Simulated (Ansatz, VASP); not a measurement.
One calculation of Ir, two programs

```
CELL_PARAMETERS angstrom
0.00000 1.91513 1.91513
1.91513 0.00000 1.91513
1.91513 1.91513 0.00000
ATOMIC_POSITIONS crystal
Ir 0.00000 0.00000 0.00000
```

Alike in both runs: functional PBEsol; k mesh 18 × 18 × 18; occupations gaussian, width 0.1 eV; no spin polarisation.

Ansatz relaxed the structure, and its values are those at the end. VASP's run is a single point on that final structure, the one shown.

|  | VASP | Ansatz |
| --- | --- | --- |
| version | VASP 6.6.1 | Ansatz 0.2.0 |
| potentials or method | VASP PAW PBE potentials, release 64 (Ir), cutoff 520 eV | scalar-relativistic, plane waves, PAW |
| valence electrons in the cell | 9 | 17 |

```csv
,VASP,Ansatz,Ansatz less VASP
gap on the k mesh at the Fermi level (eV),none,none,-
pressure (GPa),0.9,0.0,-0.86
```

VASP's potentials were made for PBE, not for PBEsol. A gap of «none» marks a metal or a gap that the smearing closes. VASP's potentials hold 9 valence electrons a cell and Ansatz's 17, so a difference there can come from the potentials and not from the codes.

Neither program's run includes spin-orbit coupling.
